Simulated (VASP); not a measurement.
Wanted: the native input for a VASP 6.6.1 run.

| Property | Result |
| --- | --- |
| Task | single point |
| Functional | PBE |
| Potentials or basis | VASP PAW PBE potentials, release 64 (Al) |
| Cutoff | 520 eV |
| k mesh | 8 × 8 × 8 |
| Occupations | gaussian, width 0.1 eV |
| Spin | no spin polarisation |
| Dipole correction | no |
| Further INCAR settings | ALGO = Normal; EDIFF = 1e-07; NBANDS = 8 |

The structure of Al lies in POSCAR:

```
Al
1.0
    1.6002232133     -2.3247733508      0.0000000000
    1.6002232133      2.3247733508      0.0000000000
   -1.5478738769      0.0000000000      2.2681753933
Al
1
Direct
    0.0000000000      0.0000000000      0.5000000000
```

One way to write it, as run:

INCAR

```
PREC     = Accurate       # precision mode
ENCUT    = 520            # plane-wave cutoff, eV
EDIFF    = 1E-7           # SCF threshold, eV
ISMEAR   = 0              # smearing method
SIGMA    = 0.1            # smearing width, eV
LREAL    = False          # projectors in reciprocal space
LASPH    = True           # aspherical terms in the spheres
NELM     = 100            # most SCF steps
ALGO     = Normal         # electronic algorithm
ISIF     = 2              # what is computed and relaxed
LWAVE    = False          # write WAVECAR
LCHARG   = False          # write CHGCAR
GGA      = PE             # functional
NBANDS   = 8              # bands
```

KPOINTS

```
Automatic mesh
0
Gamma
  8 8 8
```

Potentials or basis: VASP PAW PBE potentials, release 64 (Al).

The run is started by

```sh
$ cat potpaw_PBE.64/Al/POTCAR > POTCAR
$ mpirun -np 1 vasp_std > vasp.out
```

It gave:

```
Pressure : 0.3 GPa
```

It took 5.6 s on 1 thread of Intel(R) Xeon(R) 6975P-C (Granite Rapids), on a shared host, peak memory 0.13 GiB.
